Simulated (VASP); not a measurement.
# N2 in VASP: single point with revPBE

Aim: the single point of N2 with revPBE.

All numbers are computed with VASP 6.6.1; they aren't measurements. Logs are shortened: lines on timing, memory, paths and dates and some standing lists are left out, and cuts for length are marked.

## 1. The cell of the first run

The cell holds a molecule in a box, 2 atoms: a = 12.000 Å, b = 12.300 Å, c = 12.600 Å, α = 90.00°, β = 90.00°, γ = 90.00°.

## 2. Single point, revPBE

Input file INCAR:

```
SYSTEM = N
ALGO = Normal ; EDIFF = 1E-6
ENCUT = 520 ; GGA = RE
GGA_COMPAT = .False. ; ISIF = 2
ISMEAR = -1 ; LASPH = .True.
LCHARG = .False. ; LREAL = .False.
LWAVE = .False. ; NBANDS = 12
NELM = 120 ; NELMDL = -8
PREC = Accurate ; SIGMA = 0.01
```

Input file KPOINTS:

```
k-points
0
Gamma
  1 1 1
  0 0 0
```

Input file POSCAR:

```
N
1.0
   12.0000000000      0.0000000000      0.0000000000
    0.0000000000     12.3000000000      0.0000000000
    0.0000000000      0.0000000000     12.6000000000
N
2
Direct
    0.5000000000      0.5000000000      0.4561425815
    0.5000000000      0.5000000000      0.5438574185
```

Potentials or basis: VASP PAW PBE potentials, release 64 (N).

The run is started by

```bash
> cat potpaw_PBE.64/N/POTCAR > POTCAR
> mpirun -np 1 vasp_gam > vasp.out
```

OUTCAR:

```text
SYSTEM = N
   EDIFF = 1E-6
   ENCUT = 520
   GGA = RE
   ISIF = 2
   ISMEAR = -1
   LASPH = .True.
   LREAL = .False.
   NELM = 120
   NELMDL = -8
   PREC = Accurate

 ion  position               nearest neighbor table
   1  0.500  0.500  0.456-   2 1.11
   2  0.500  0.500  0.544-   1 1.11

  LATTYP: Found a simple orthorhombic cell.
 ALAT       =    12.0000000000
 B/A-ratio  =     1.0250000000
 C/A-ratio  =     1.0500000000

  Lattice vectors:

 A1 = (  12.0000000000,   0.0000000000,   0.0000000000)
 A2 = (   0.0000000000,  12.3000000000,   0.0000000000)
 A3 = (   0.0000000000,   0.0000000000,  12.6000000000)

Analysis of symmetry for initial positions (statically):
=====================================================================
 Subroutine PRICEL returns:
 Original cell was already a primitive cell.

 Routine SETGRP: Setting up the symmetry group for a
 simple orthorhombic supercell.

 Subroutine GETGRP returns: Found  8 space group operations
 (whereof  8 operations were pure point group operations)
 out of a pool of  8 trial point group operations.

The static configuration has the point symmetry D_2h.

Analysis of symmetry for dynamics (positions and initial velocities):
=====================================================================
 Subroutine PRICEL returns:
 Original cell was already a primitive cell.

 Routine SETGRP: Setting up the symmetry group for a
 simple orthorhombic supercell.

 Subroutine GETGRP returns: Found  8 space group operations
 (whereof  8 operations were pure point group operations)
 out of a pool of  8 trial point group operations.

The dynamic configuration has the point symmetry D_2h.

 Subroutine INISYM returns: Found  8 space group operations
 (whereof  8 operations are pure point group operations),
 and found     1 'primitive' translations

----------------------------------------------------------------------------------------

                                     Primitive cell

  volume of cell :    1859.7600

  direct lattice vectors                    reciprocal lattice vectors
    12.000000000  0.000000000  0.000000000     0.083333333  0.000000000  0.000000000
     0.000000000 12.300000000  0.000000000     0.000000000  0.081300813  0.000000000
     0.000000000  0.000000000 12.600000000     0.000000000  0.000000000  0.079365079

  length of vectors
    12.000000000 12.300000000 12.600000000     0.083333333  0.081300813  0.079365079

  position of ions in fractional coordinates (direct lattice)
     0.500000000  0.500000000  0.456142582
     0.500000000  0.500000000  0.543857418

  ion indices of the primitive-cell ions
   primitive index   ion index
                 1           1
                 2           2

----------------------------------------------------------------------------------------

 KPOINTS: k-points

Automatic generation of k-mesh.
 Grid dimensions read from file:
 generate k-points for:    1    1    1

 Generating k-lattice:

  Cartesian coordinates                     Fractional coordinates (reciprocal lattice)
     0.083333333  0.000000000  0.000000000     1.000000000  0.000000000  0.000000000
     0.000000000  0.081300813  0.000000000     0.000000000  1.000000000  0.000000000
     0.000000000  0.000000000  0.079365079     0.000000000  0.000000000  1.000000000

  Length of vectors
     0.083333333  0.081300813  0.079365079

  Shift w.r.t. Gamma in fractional coordinates (k-lattice)
     0.000000000  0.000000000  0.000000000

 Subroutine IBZKPT returns following result:
 ===========================================

 Found      1 irreducible k-points:

 Following reciprocal coordinates:
            Coordinates               Weight
  0.000000  0.000000  0.000000      1.000000
   k-points           NKPTS =      1   k-points in BZ     NKDIM =      1   number of bands    NBANDS=     12
   number of dos      NEDOS =    301   number of ions     NIONS =      2
   total plane-waves  NPLWV = 829440
   dimension x,y,z NGX =    90 NGY =   96 NGZ =   96
   dimension x,y,z NGXF=   180 NGYF=  192 NGZF=  192
   ions per type =               2
   NGX,Y,Z   is equivalent  to a cutoff of  12.47, 12.98, 12.67 a.u.
   NGXF,Y,Z  is equivalent  to a cutoff of  24.94, 25.95, 25.33 a.u.
 SYSTEM =  N
   PREC   = accura    normal or accurate (medium, high low for compatibility)
   ISTART =      0    job   : 0-new  1-cont  2-samecut
   ICHARG =      2    charge: 1-file 2-atom 10-const
   ISPIN  =      1    spin polarized calculation?
   LNONCOLLINEAR =      F non collinear calculations
   LSORBIT =      F    spin-orbit coupling
   LASPH  =      T    aspherical Exc in radial PAW
   ENCUT  =  520.0 eV  38.22 Ry    6.18 a.u.  22.31 22.87 23.43*2*pi/ulx,y,z
   NELM   =    120;   NELMIN=  2; NELMDL= -8     # of ELM steps
   EDIFF  = 0.1E-05   stopping-criterion for ELM
   LREAL  =      F    real-space projection
   EDIFFG = 0.1E-04   stopping-criterion for IOM
   NSW    =      0    number of steps for IOM
   IBRION =     -1    ionic relax: 0-MD 1-quasi-New 2-CG
   NFREE  =      0    steps in history (QN), initial steepest desc. (CG)
   ISIF   =      2    stress and relaxation
   ISYM   =      2    0-nonsym 1-usesym 2-fastsym
   POTIM  = 0.5000    time-step for ionic-motion
   TEBEG  =    0.0;   TEEND  =   0.0 temperature during run
   PSTRESS=    0.0 pullay stress
   NELECT =      10.0000    total number of electrons
   NUPDOWN=      -1.0000    fix difference up-down
   EMIN   =  10.00;   EMAX   =-10.00  energy-range for DOS
   EFERMI =   0.00;   METHOD = LEGACY
   ISMEAR =    -1;   SIGMA  =   0.01  broadening in eV -4-tet -1-fermi 0-gaus
   EFERMI_NEDOS =   21; number of points for ismear=-14 and -15
   IALGO  =     38    algorithm
   IMIX   =      4    mixing-type and parameters
     AMIX     =   0.40;   BMIX     =  1.00
     AMIX_MAG =   1.60;   BMIX_MAG =  1.00
  volume/ion in A,a.u.               =     929.88      6275.14
  Fermi-wavevector in a.u.,A,eV,Ry     =   0.286807  0.541986  1.119189  0.082258
  Thomas-Fermi vector in A             =   1.141954
   LORBIT       =      0    0 simple, 1 ext, 2 COOP (PROOUT), +10 PAW based schemes
   GGA     = RE    functional components
   LHFCALC =     F    Hartree Fock is set to
   AEXX    =    0.0000 exact exchange contribution
   IVDW    =     0    specifies the selected vdW correction
   LEPSILON=     F    determine dielectric tensor
   LRPA    =     F    only Hartree local field effects (RPA)
 non-spin polarized calculation
  energy-cutoff  :      520.00
  volume of cell :     1859.76
 maximum number of plane-waves:     25042
 NGX is ok and might be reduce to    90
   NGX = 45   NGY = 45   NGZ = 47

 number of electron      10.0000003 magnetization

 Free energy of the ion-electron system (eV)
  ---------------------------------------------------
  ext. energy  EPLUGINS =         0.00000000
  ---------------------------------------------------
  free energy    TOTEN  =       -16.34634093 eV

  energy without entropy =      -16.34634093  energy(sigma->0) =      -16.34634093

 E-fermi :  -9.8059     XC(G=0):  -0.3797

 val. band max:      -10.0810010534   @ k =   0.0000   0.0000   0.0000
 cond. band min:      -1.8903604560   @ k =   0.0000   0.0000   0.0000
 fundamental gap:      8.1906405974
 Fermi energy:        -9.8058750474

 k-point     1 :       0.0000    0.0000    0.0000
  band No.  band energies     occupation
      1     -28.2236      2.00000
      2     -13.4328      2.00000
      3     -11.4586      2.00000
      4     -11.4586      2.00000
      5     -10.0810      2.00000
      6      -1.8904      0.00000
      7      -1.8903      0.00000
      8      -0.2226      0.00000
      9       0.6809      0.00000
     10       0.6817      0.00000
     11       0.6911      0.00000
     12       0.7294      0.00000

------------------------ aborting loop because EDIFF is reached ----------------------------------------

  FORCE on cell =-STRESS in cart. coord.  units (eV):
  Direction    XX          YY          ZZ          XY          YZ          ZX
  --------------------------------------------------------------------------------------
  -------------------------------------------------------------------------------------
  Total       -0.0607546     -0.0619835      1.8437917      0.0000000      0.0000000      0.0000000
  in kB       -0.0523399     -0.0533986      1.5884207      0.0000000      0.0000000      0.0000000
  external PRESSURE =       0.4942274 kB  Pullay stress =       0.0000000 kB

 VOLUME and BASIS-vectors are now :
 -----------------------------------------------------------------------------
  energy-cutoff  :      520.00
  volume of cell :     1859.76
      direct lattice vectors                 reciprocal lattice vectors
    12.000000000  0.000000000  0.000000000     0.083333333  0.000000000  0.000000000
     0.000000000 12.300000000  0.000000000     0.000000000  0.081300813  0.000000000
     0.000000000  0.000000000 12.600000000     0.000000000  0.000000000  0.079365079

 POSITION                                       TOTAL-FORCE (eV/Angst)
 -----------------------------------------------------------------------------------
      6.00000      6.15000      5.74740         0.000000      0.000000     -1.746332
      6.00000      6.15000      6.85260         0.000000      0.000000      1.746332
 -----------------------------------------------------------------------------------
    total drift:                                0.000000     -0.000000     -0.000000

  FREE ENERGIE OF THE ION-ELECTRON SYSTEM (eV)
  ---------------------------------------------------
  free  energy   TOTEN  =       -16.3463409346 eV

  energy  without entropy=      -16.3463409346  energy(sigma->0) =      -16.34634093
```

Run time: 86 s. Hardware: 1 thread of Intel Xeon 6975P-C (Granite Rapids), shared host; peak memory 1.2 GiB.

Results:

| Item | Value |
| --- | --- |
| Free energy | -16.3463 eV |
| Largest force | 1.746 eV/Å |
| Gap between the frontier levels | 8.19 eV |

Forces on the atoms (eV/Å):
```
N    0.000  0.000 -1.746
N    0.000  0.000  1.746
```

Levels at points of the mesh, in eV from the valence-band top:
| k point | band 3 | band 4 | band 5 | band 6 | band 7 | band 8 |
| --- | --- | --- | --- | --- | --- | --- |
| (0.00, 0.00, 0.00) | -1.38 | -1.38 | 0.00 | 8.19 | 8.19 | 9.86 |

Caveat: the standard files for N, O and F lose accuracy on very short bonds; the PAW data sets were made with another functional, which shifts forces and pressure a little.
